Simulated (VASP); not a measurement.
A run of VASP 6.6.1:

INCAR

```
  PREC = Accurate
  ENCUT = 500
  EDIFF = 1E-6
  ISMEAR = 0
  SIGMA = 0.01
  LREAL = False
  LASPH = True
  NELM = 120
  ALGO = Normal
  ISIF = 2
  LWAVE = False
  LCHARG = True
  GGA = PE
  LELF = True
  LVHAR = True
  NBANDS = 36
  GGA_COMPAT = False
```

File KPOINTS:

```
regular mesh
0
Gamma
  8 8 6
```

File POSCAR:

```
Ge
1.0
    4.0008101680      0.0000000000      0.0000000000
    0.0000000000      4.0008101680      0.0000000000
    0.0000000000      0.0000000000      5.7711600000
Ge
4
Direct
    0.0000000000      0.0000000000      0.0000000000
    0.5000000000      0.0000000000      0.2500000000
    0.5000000000      0.5000000000      0.5000000000
    0.0000000000      0.5000000000      0.7500000000
```

Potentials or basis: VASP PAW PBE potentials, release 64 (Ge_d).

The run is started by

```bash
$ cat potpaw_PBE.64/Ge_d/POTCAR > POTCAR
$ mpirun -np 1 vasp_std > vasp.out
```

Hardware: 1 thread of Intel(R) Xeon(R) Platinum 8259CL CPU @ 2.50GHz (Skylake/Cascade Lake) (shared host).

Problem. Estimate the wall time of this run.

Solution. Run time: 2.3 min on 1 thread of Intel(R) Xeon(R) Platinum 8259CL CPU @ 2.50GHz (Skylake/Cascade Lake) (shared host), peak memory 0.27 GiB. Counts: scf iterations 12, k points 60.
